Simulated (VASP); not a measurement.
Write the native input for VASP 6.6.1 that does the following.

| Property | Result |
| --- | --- |
| Task | single point |
| Functional | PBE |
| Potentials or basis | VASP PAW PBE potentials, release 64 (Si, C) |
| Cutoff | 520 eV |
| k mesh | 6 × 6 × 6 |
| Occupations | gaussian, width 0.1 eV |
| Spin | collinear spin |
| Starting moments | [0.0, 0.0, 1.0] μB |
| Dipole correction | no |
| Further INCAR settings | ALGO = Normal; EDIFF = 1e-07; NBANDS = 17 |

The structure of Si2C lies in POSCAR:

```
Si2C
1.0
    0.0000000000      2.6815157753      2.6815157753
    2.6815157753      0.0000000000      2.6815157753
    2.6815157753      2.6815157753      0.0000000000
Si C
2 1
Direct
    0.2500000000      0.2500000000      0.2500000000
    0.7500000000      0.7500000000      0.7500000000
    0.5000000000      0.5000000000      0.5000000000
```

The cell was built from a structure type or drawn by symmetry, and may not be a known phase.

One way to write it, as run:

INCAR

```
PREC = Accurate ; ENCUT = 520
EDIFF = 1E-7 ; ISMEAR = 0
SIGMA = 0.1 ; LREAL = False
LASPH = True ; NELM = 150
ALGO = Normal ; ISIF = 2
LWAVE = False ; LCHARG = False
ISPIN = 2 ; MAGMOM = 0 0 1
LORBIT = 11 ; GGA = PE
NBANDS = 17
```

KPOINTS

```
Automatic mesh
0
Gamma
  6 6 6
```

Potentials or basis: VASP PAW PBE potentials, release 64 (Si, C).

The run is started by

```console
$ cat potpaw_PBE.64/Si/POTCAR potpaw_PBE.64/C/POTCAR > POTCAR
$ mpirun -np 1 vasp_std > vasp.out
```

It gave:

```json
{
  "Pressure": "0.0 GPa",
  "Band gap on the k mesh": "zero (filled and empty bands overlap)",
  "Net moment": "0.00 μB per cell",
  "Valence electrons inside the program's atomic spheres": "Si 1.53; C 2.19"
}
```

It took 23 s on 1 thread of Intel(R) Xeon(R) Platinum 8488C (Sapphire Rapids), on a shared host, peak memory 0.16 GiB.
